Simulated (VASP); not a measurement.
# TiSi16 (a cell with a defect) in VASP: notebook

Runs on TiSi16 (a cell with a defect). Level: PBEsol. Tasks: single point.

Program: VASP 6.6.1. These are calculated values, not measurements. Logs are shortened: lines on timing, memory, paths and dates and some standing lists are left out, and cuts for length are marked.

### Step 1. The cell of the first run

The cell holds a defect, 17 atoms: a = 7.679 Å, b = 7.679 Å, c = 7.679 Å, α = 60.00°, β = 60.00°, γ = 60.00°.

### Step 2. Single point, PBEsol

INCAR reads:

```
  ALGO = Normal
  EDIFF = 1E-6
  ENCUT = 520
  GGA = PS
  ISIF = 2
  ISMEAR = -1
  LASPH = True
  LCHARG = True
  LELF = True
  LREAL = Auto
  LVHAR = True
  LWAVE = False
  NBANDS = 52
  NELM = 80
  PREC = Accurate
  SIGMA = 0.02
```

KPOINTS reads:

```
k-points
0
Gamma
  2 2 2
```

POSCAR reads:

```
TiSi16
1.0
    0.0000000000      5.4300000000      5.4300000000
    5.4300000000      0.0000000000      5.4300000000
    5.4300000000      5.4300000000      0.0000000000
Si Ti
16 1
Direct
   -0.0010860037     -0.0127186004     -0.0011764273
    0.1407944751      0.0768425414      0.1407088398
   -0.0010936464     -0.0126978821      0.5140282689
    0.1137555249      0.1360953039      0.6246039595
    0.0169250460      0.4485806630      0.0167598527
    0.1135079190      0.6140186004      0.1133535912
   -0.0270652855      0.5094212707      0.5083529466
    0.1134818600      0.6140422652      0.6581459484
    0.5141244936     -0.0127119705     -0.0011797422
    0.6246935543      0.1361007366      0.1136616943
    0.4844124309      0.0460081952      0.4843190608
    0.6246886740      0.1361113260      0.6245984346
    0.5085014733      0.5094241252     -0.0272313076
    0.6583104972      0.6140289134      0.1133303867
    0.5084756906      0.5094362799      0.5083438306
    0.6085666667      0.6736552486      0.6084011050
    0.2853084715      0.6434344383      0.2851403315
```

Potentials or basis: VASP PAW PBE potentials, release 64 (Si, Ti_sv).

Run with:

```
$ cat potpaw_PBE.64/Si/POTCAR potpaw_PBE.64/Ti_sv/POTCAR > POTCAR
$ mpirun -np 1 vasp_std > vasp.out
```

OUTCAR:

```text
EDIFF = 1E-6
   ENCUT = 520
   GGA = PS
   ISIF = 2
   ISMEAR = -1
   LASPH = True
   LREAL = Auto
   NELM = 80
   PREC = Accurate

 ion  position               nearest neighbor table
   1  0.999  0.987  0.999-   6 2.34   4 2.35  10 2.35   2 2.35
   2  0.141  0.077  0.141-   5 2.33   3 2.35   1 2.35   9 2.35  17 2.72
   3  0.999  0.987  0.514-   8 2.34   4 2.35  12 2.35   2 2.35
   4  0.114  0.136  0.625-  11 2.33   7 2.34   3 2.35   1 2.35
   5  0.017  0.449  0.017-   6 2.27  14 2.27   8 2.27   2 2.33
   6  0.114  0.614  0.113-   5 2.27   1 2.34  17 2.42  13 2.48   7 2.48
   7  0.973  0.509  0.508-  16 2.30   4 2.34   8 2.48   6 2.48  17 2.52
   8  0.113  0.614  0.658-   5 2.27   3 2.34  17 2.42   7 2.48  15 2.48
   9  0.514  0.987  0.999-  14 2.34  12 2.35  10 2.35   2 2.35
  10  0.625  0.136  0.114-  11 2.33  13 2.34   1 2.35   9 2.35
  11  0.484  0.046  0.484-  10 2.33   4 2.33  12 2.33  16 2.33
  12  0.625  0.136  0.625-  11 2.33  15 2.34   3 2.35   9 2.35
  13  0.509  0.509  0.973-  16 2.30  10 2.34  14 2.48   6 2.48  17 2.52
  14  0.658  0.614  0.113-   5 2.27   9 2.34  17 2.42  13 2.48  15 2.48
  15  0.508  0.509  0.508-  16 2.30  12 2.34   8 2.48  14 2.48  17 2.52
  16  0.609  0.674  0.608-  15 2.30  13 2.30   7 2.30  11 2.33
  17  0.285  0.643  0.285-   6 2.42  14 2.42   8 2.42  15 2.52  13 2.52   7 2.52   2 2.72

  LATTYP: Found a face centered cubic cell.
 ALAT       =    10.8600000000

  Lattice vectors:

 A1 = (   0.0000000000,   5.4300000000,   5.4300000000)
 A2 = (   5.4300000000,   0.0000000000,   5.4300000000)
 A3 = (   5.4300000000,   5.4300000000,   0.0000000000)

Analysis of symmetry for initial positions (statically):
=====================================================================
 Subroutine PRICEL returns:
 Original cell was already a primitive cell.

 Routine SETGRP: Setting up the symmetry group for a
 face centered cubic supercell.

 Subroutine GETGRP returns: Found  1 space group operations
 (whereof  1 operations were pure point group operations)
 out of a pool of 48 trial point group operations.

The static configuration has the point symmetry C_1 .

Analysis of symmetry for dynamics (positions and initial velocities):
=====================================================================
 Subroutine PRICEL returns:
 Original cell was already a primitive cell.

 Routine SETGRP: Setting up the symmetry group for a
 face centered cubic supercell.

 Subroutine GETGRP returns: Found  1 space group operations
 (whereof  1 operations were pure point group operations)
 out of a pool of 48 trial point group operations.

The dynamic configuration has the point symmetry C_1 .

 Subroutine INISYM returns: Found  1 space group operations
 (whereof  1 operations are pure point group operations),
 and found     1 'primitive' translations

----------------------------------------------------------------------------------------

                                     Primitive cell

  volume of cell :     320.2060

  direct lattice vectors                    reciprocal lattice vectors
     0.000000000  5.430000000  5.430000000    -0.092081031  0.092081031  0.092081031
     5.430000000  0.000000000  5.430000000     0.092081031 -0.092081031  0.092081031
     5.430000000  5.430000000  0.000000000     0.092081031  0.092081031 -0.092081031

  length of vectors
     7.679179644  7.679179644  7.679179644     0.159489025  0.159489025  0.159489025

  position of ions in fractional coordinates (direct lattice)
     0.998913996  0.987281400  0.998823573
     0.140794475  0.076842541  0.140708840
     0.998906354  0.987302118  0.514028269
     0.113755525  0.136095304  0.624603959
     0.016925046  0.448580663  0.016759853
     0.113507919  0.614018600  0.113353591
[... 9 lines left out ...]
     0.608566667  0.673655249  0.608401105
     0.285308472  0.643434438  0.285140332

  ion indices of the primitive-cell ions
   primitive index   ion index
                 1           1
                 2           2
                 3           3
                 4           4
                 5           5
                 6           6
[... 9 lines left out ...]
                16          16
                17          17

----------------------------------------------------------------------------------------

 KPOINTS: k-points

Automatic generation of k-mesh.
 Grid dimensions read from file:
 generate k-points for:    2    2    2

 Generating k-lattice:

  Cartesian coordinates                     Fractional coordinates (reciprocal lattice)
    -0.046040516  0.046040516  0.046040516     0.500000000  0.000000000  0.000000000
     0.046040516 -0.046040516  0.046040516     0.000000000  0.500000000  0.000000000
     0.046040516  0.046040516 -0.046040516     0.000000000  0.000000000  0.500000000

  Length of vectors
     0.079744512  0.079744512  0.079744512

  Shift w.r.t. Gamma in fractional coordinates (k-lattice)
     0.000000000  0.000000000  0.000000000

 Subroutine IBZKPT returns following result:
 ===========================================

 Found      8 irreducible k-points:

 Following reciprocal coordinates:
            Coordinates               Weight
  0.000000  0.000000  0.000000      1.000000
  0.500000  0.000000  0.000000      1.000000
  0.000000  0.500000  0.000000      1.000000
  0.000000  0.000000  0.500000      1.000000
  0.500000  0.500000  0.500000      1.000000
  0.500000  0.500000  0.000000      1.000000
  0.000000  0.500000  0.500000      1.000000
  0.500000  0.000000  0.500000      1.000000
   k-points           NKPTS =      8   k-points in BZ     NKDIM =      8   number of bands    NBANDS=     52
   number of dos      NEDOS =    301   number of ions     NIONS =     17
   total plane-waves  NPLWV = 216000
   dimension x,y,z NGX =    60 NGY =   60 NGZ =   60
   dimension x,y,z NGXF=   120 NGYF=  120 NGZF=  120
   ions per type =              16   1
   NGX,Y,Z   is equivalent  to a cutoff of  12.99, 12.99, 12.99 a.u.
   NGXF,Y,Z  is equivalent  to a cutoff of  25.98, 25.98, 25.98 a.u.
 SYSTEM =  unknown system
   PREC   = accura    normal or accurate (medium, high low for compatibility)
   ISTART =      0    job   : 0-new  1-cont  2-samecut
   ICHARG =      2    charge: 1-file 2-atom 10-const
   ISPIN  =      1    spin polarized calculation?
   LNONCOLLINEAR =      F non collinear calculations
   LSORBIT =      F    spin-orbit coupling
   LASPH  =      T    aspherical Exc in radial PAW
   ENCUT  =  520.0 eV  38.22 Ry    6.18 a.u.  14.28 14.28 14.28*2*pi/ulx,y,z
   NELM   =     80;   NELMIN=  2; NELMDL= -5     # of ELM steps
   EDIFF  = 0.1E-05   stopping-criterion for ELM
   LREAL  =      T    real-space projection
   EDIFFG = 0.1E-04   stopping-criterion for IOM
   NSW    =      0    number of steps for IOM
   IBRION =     -1    ionic relax: 0-MD 1-quasi-New 2-CG
   NFREE  =      0    steps in history (QN), initial steepest desc. (CG)
   ISIF   =      2    stress and relaxation
   ISYM   =      2    0-nonsym 1-usesym 2-fastsym
   POTIM  = 0.5000    time-step for ionic-motion
   TEBEG  =    0.0;   TEEND  =   0.0 temperature during run
   PSTRESS=    0.0 pullay stress
   NELECT =      76.0000    total number of electrons
   NUPDOWN=      -1.0000    fix difference up-down
   EMIN   =  10.00;   EMAX   =-10.00  energy-range for DOS
   EFERMI =   0.00;   METHOD = LEGACY
   ISMEAR =    -1;   SIGMA  =   0.02  broadening in eV -4-tet -1-fermi 0-gaus
   EFERMI_NEDOS =   21; number of points for ismear=-14 and -15
   IALGO  =     38    algorithm
   IMIX   =      4    mixing-type and parameters
     AMIX     =   0.40;   BMIX     =  1.00
     AMIX_MAG =   1.60;   BMIX_MAG =  1.00
  volume/ion in A,a.u.               =      18.84       127.11
  Fermi-wavevector in a.u.,A,eV,Ry     =   1.013607  1.915439 13.978610  1.027399
  Thomas-Fermi vector in A             =   2.146786
   LORBIT       =      0    0 simple, 1 ext, 2 COOP (PROOUT), +10 PAW based schemes
   GGA     = PS    functional components
   LHFCALC =     F    Hartree Fock is set to
   AEXX    =    0.0000 exact exchange contribution
   IVDW    =     0    specifies the selected vdW correction
   LEPSILON=     F    determine dielectric tensor
   LRPA    =     F    only Hartree local field effects (RPA)
 non-spin polarized calculation
  energy-cutoff  :      520.00
  volume of cell :      320.21
 maximum number of plane-waves:      8646
 NGX is ok and might be reduce to    60
   NGX = 29   NGY = 29   NGZ = 29

 number of electron      76.0000001 magnetization

 Free energy of the ion-electron system (eV)
  ---------------------------------------------------
  ext. energy  EPLUGINS =         0.00000000
  ---------------------------------------------------
  free energy    TOTEN  =       -97.22647969 eV

  energy without entropy =      -97.21239272  energy(sigma->0) =      -97.21943621

 E-fermi :   6.7859     XC(G=0):  -9.8922

 val. band max:        6.7731394558   @ k =   0.5000   0.0000   0.0000
 cond. band min:       6.8525021666   @ k =   0.0000   0.5000   0.5000
 fundamental gap:      0.0793627108
 Fermi energy:         6.7859390390

 k-point     1 :       0.0000    0.0000    0.0000
  band No.  band energies     occupation
      1     -49.8541      2.00000
      2     -26.4074      2.00000
      3     -26.2776      2.00000
      4     -26.2776      2.00000
      5      -5.7493      2.00000
      6      -3.5336      2.00000
[... 42 lines left out ...]
     49       8.1395      0.00000
     50       8.6559      0.00000

 k-point     2 :       0.5000    0.0000    0.0000
  band No.  band energies     occupation
      1     -49.8541      2.00000
      2     -26.4074      2.00000
      3     -26.2776      2.00000
      4     -26.2776      2.00000
      5      -5.0036      2.00000
      6      -4.8577      2.00000
[... 310 lines left out ...]
 k-point     8 :       0.5000    0.0000    0.5000
  band No.  band energies     occupation
      1     -49.8541      2.00000
      2     -26.4074      2.00000
      3     -26.2776      2.00000
      4     -26.2776      2.00000
      5      -4.6882      2.00000
      6      -4.6307      2.00000
[... 42 lines left out ...]
     49       9.7949      0.00000
     50      10.3748      0.00000
 [bands above 50 left out]

------------------------ aborting loop because EDIFF is reached ----------------------------------------

  FORCE on cell =-STRESS in cart. coord.  units (eV):
  Direction    XX          YY          ZZ          XY          YZ          ZX
  --------------------------------------------------------------------------------------
  -------------------------------------------------------------------------------------
  Total        5.1913753      5.1947620      5.1931021      1.2619770      1.2620930     -1.2626894
  in kB       25.9754763     25.9924221     25.9841166      6.3144063      6.3149868     -6.3179713
  external PRESSURE =      25.9840050 kB  Pullay stress =       0.0000000 kB

 VOLUME and BASIS-vectors are now :
 -----------------------------------------------------------------------------
  energy-cutoff  :      520.00
  volume of cell :      320.21
      direct lattice vectors                 reciprocal lattice vectors
     0.000000000  5.430000000  5.430000000    -0.092081031  0.092081031  0.092081031
     5.430000000  0.000000000  5.430000000     0.092081031 -0.092081031  0.092081031
     5.430000000  5.430000000  0.000000000     0.092081031  0.092081031 -0.092081031

 POSITION                                       TOTAL-FORCE (eV/Angst)
 -----------------------------------------------------------------------------------
     10.78455     10.84771     10.78504        -0.080377      0.011391     -0.080459
      1.18130      1.52856      1.18177        -0.053201      0.054340     -0.053015
      8.15222      8.21524     10.78511        -0.010549      0.080673     -0.080322
      4.13060      4.00929      1.35669        -0.087494      0.089197     -0.053486
      2.52680      0.18291      2.52770        -0.099353      0.099090     -0.099571
      3.94963      1.23186      3.95047        -0.116299      0.025000     -0.116287
[... 9 lines left out ...]
      6.96157      6.60814      6.96247        -0.065307      0.066790     -0.065322
      5.04216      3.09754      5.04307         1.163618     -1.169445      1.162161
 -----------------------------------------------------------------------------------
    total drift:                               -0.002501      0.003314     -0.006420

  FREE ENERGIE OF THE ION-ELECTRON SYSTEM (eV)
  ---------------------------------------------------
  free  energy   TOTEN  =       -97.2264796941 eV

  energy  without entropy=      -97.2123927226  energy(sigma->0) =      -97.21943621
```

Run time: 2 min. Hardware: 1 thread of Intel Xeon 6975P-C (Granite Rapids), shared host; peak memory 0.5 GiB.

What came out:

* Free energy: -97.2265 eV
* Pressure: 2.6 GPa
* Largest force: 2.018 eV/Å
* Band gap on the k mesh: zero (band 38 reaches 6.85 eV, above the bottom of band 39 at 6.53 eV)

Forces on the atoms (eV/Å):
```
Si  -0.080  0.011 -0.080
Si  -0.053  0.054 -0.053
Si  -0.011  0.081 -0.080
Si  -0.087  0.089 -0.053
Si  -0.099  0.099 -0.100
Si  -0.116  0.025 -0.116
Si  -0.108  0.108  0.009
Si  -0.024  0.118 -0.117
Si  -0.081  0.081 -0.011
Si  -0.054  0.089 -0.087
Si  -0.079  0.078 -0.079
Si  -0.087  0.053 -0.088
Si   0.009  0.108 -0.108
Si  -0.117  0.117 -0.024
Si  -0.110 -0.009 -0.110
Si  -0.065  0.067 -0.065
Ti   1.164 -1.169  1.162
```

Stress tensor (GPa, compression positive):
```
 2.60  0.63 -0.63
 0.63  2.60  0.63
-0.63  0.63  2.60
```

Caveat: the k points lie up to 0.50 Å⁻¹ apart; the PAW data sets were made with another functional, which shifts forces and pressure a little.

### Step 3. Single point, PBEsol

INCAR reads:

```
SYSTEM = TiSi16
PREC = Accurate
ENCUT = 520
EDIFF = 1E-6
ISMEAR = -1
SIGMA = 0.02
LREAL = Auto
LASPH = .True.
NELM = 60
ALGO = Normal
ISIF = 2
LWAVE = .False.
LCHARG = .True.
GGA = PS
LELF = .True.
LVHAR = .True.
NBANDS = 52
```

KPOINTS reads:

```
regular mesh
0
Gamma
  2 2 2
  0 0 0
```

POSCAR reads:

```
TiSi16
1.0
    0.0000000000      5.4300000000      5.4300000000
    5.4300000000      0.0000000000      5.4300000000
    5.4300000000      5.4300000000      0.0000000000
Si Ti
16 1
Direct
   -0.0005775322     -0.0106421731     -0.0003292818
    0.1396835175      0.0794964088      0.1399302947
   -0.0005841621     -0.0106257827      0.5105874770
    0.1100556169      0.1380861878      0.6254530387
    0.0156119705      0.4518173112      0.0157942910
    0.1156920810      0.6160500921      0.1158756906
   -0.0339851750      0.5114107735      0.5108212707
    0.1156740331      0.6160655617      0.6513977901
    0.5103408840     -0.0106302026     -0.0003342541
    0.6252001842      0.1381033149      0.1102959484
    0.4834179558      0.0482894107      0.4836704420
    0.6251969613      0.1381093002      0.6254453959
    0.5106243094      0.5114263352     -0.0338206262
    0.6512201657      0.6160647330      0.1158562615
    0.5105877532      0.5114363720      0.5108041436
    0.6073686924      0.6765808471      0.6075285451
    0.3391133517      0.4813398711      0.3392779926
```

Potentials or basis: VASP PAW PBE potentials, release 64 (Si, Ti_sv).

Run with:

```
$ cat potpaw_PBE.64/Si/POTCAR potpaw_PBE.64/Ti_sv/POTCAR > POTCAR
$ mpirun -np 1 vasp_std > vasp.out
```

It took 2.1 min on 1 thread of Intel Xeon 6975P-C (Granite Rapids), shared host; peak memory 0.49 GiB.

The run converged. Its results:

* Free energy: -97.2345 eV
* Pressure: 2.6 GPa
* Largest force: 2.040 eV/Å
* Band gap on the k mesh: zero (band 38 reaches 6.85 eV, above the bottom of band 39 at 6.53 eV)

Forces on the atoms (eV/Å):
```
Si   0.090 -0.057  0.089
Si   0.081 -0.081  0.081
Si   0.055 -0.090  0.089
Si   0.080 -0.082  0.011
Si   0.069 -0.070  0.069
Si   0.108  0.009  0.108
Si   0.119 -0.119  0.026
Si  -0.009 -0.108  0.108
Si   0.089 -0.090  0.054
Si   0.011 -0.082  0.080
Si   0.052 -0.053  0.052
Si   0.081 -0.012  0.080
Si   0.025 -0.119  0.120
Si   0.109 -0.108 -0.010
Si   0.117 -0.026  0.118
Si   0.099 -0.098  0.099
Ti  -1.175  1.186 -1.172
```

Stress tensor (GPa, compression positive):
```
 2.59  0.62 -0.62
 0.62  2.59  0.62
-0.62  0.62  2.59
```

Levels at points of the mesh, in eV from the Fermi level:
```tsv
k point	band 35	band 36	band 37	band 38	band 39	band 40	band 41	band 42
(0.00, 0.00, 0.00)	-1.13	-0.68	-0.56	-0.25	-0.25	-0.06	-0.06	0.09
(0.50, 0.00, 0.00)	-1.32	-1.24	-0.37	-0.01	0.16	0.61	0.62	0.74
(0.00, 0.50, 0.00)	-1.27	-1.27	-0.23	-0.23	-0.15	0.71	0.71	0.71
(0.00, 0.00, 0.50)	-1.32	-1.24	-0.37	-0.01	0.16	0.61	0.62	0.74
(0.50, 0.50, 0.50)	-1.32	-1.24	-0.37	-0.01	0.16	0.61	0.62	0.74
(0.50, 0.50, 0.00)	-1.80	-1.74	-0.25	0.06	0.30	0.61	0.90	1.00
(0.00, 0.50, 0.50)	-1.80	-1.74	-0.25	0.06	0.30	0.61	0.90	1.00
(0.50, 0.00, 0.50)	-1.80	-1.74	-0.25	0.06	0.30	0.61	0.90	1.00
```

Caveat: the k points lie up to 0.50 Å⁻¹ apart; the PAW data sets were made with another functional, which shifts forces and pressure a little.
